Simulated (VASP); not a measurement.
The system is BAs.

```xyz
2
Lattice="0.0000 2.3919 2.3919 2.3919 0.0000 2.3919 2.3919 2.3919 0.0000" Properties=species:S:1:pos:R:3 pbc="T T T"
B     0.0000    0.0000    0.0000
As    1.1959    1.1959    1.1959
```

Base run:

* Program: VASP 6.6.1
* Functional: PBE
* Potentials or basis: VASP PAW PBE potentials, release 64 (B, As)
* Cutoff: 520 eV
* k mesh: 8 × 8 × 8
* Occupations: gaussian, width 0.01 eV
* Spin: no spin polarisation

Its results: band gap on the k mesh 1.19 eV, indirect (least direct gap 3.27 eV); pressure 2.8 GPa.

Q: The run is repeated on the same cell with these changes: k mesh from 8 × 8 × 8 to 4 × 4 × 4; further incar settings from ALGO = Normal; EDIFF = 1e-07; NBANDS = 11 to ALGO = Normal; EDIFF = 1e-06; NBANDS = 11. What comes out?

A: Band gap on the k mesh 1.42 eV, indirect (least direct gap 3.25 eV); pressure 3.4 GPa.

Caveats: some runs use coarse meshes.

A k mesh can miss the band edges.
